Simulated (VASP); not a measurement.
Input of a VASP 6.6.1 run:

The input INCAR:

```
SYSTEM = Cu
ALGO = Normal ; EDIFF = 1E-7
ENCUT = 520 ; GGA = PE
ISIF = 2 ; ISMEAR = -1
LASPH = .TRUE. ; LCHARG = .FALSE.
LREAL = .FALSE. ; LWAVE = .FALSE.
NBANDS = 12 ; NELM = 60
PREC = Accurate ; SIGMA = 0.1
```

KPOINTS

```
k-points
0
G
  13 13 13
  0 0 0
```

File POSCAR:

```
Cu
1.0
    0.0000000000      1.8194705475      1.8194705475
    1.8194705475      0.0000000000      1.8194705475
    1.8194705475      1.8194705475      0.0000000000
Cu
1
Direct
    0.0000000000      0.0000000000      0.0000000000
```

Potentials or basis: VASP PAW PBE potentials, release 64 (Cu).

Launch:

```sh
$ cat potpaw_PBE.64/Cu/POTCAR > POTCAR
$ mpirun -np 1 vasp_std > vasp.out
```

Q: Predict the pressure.

A: -0.6 GPa.
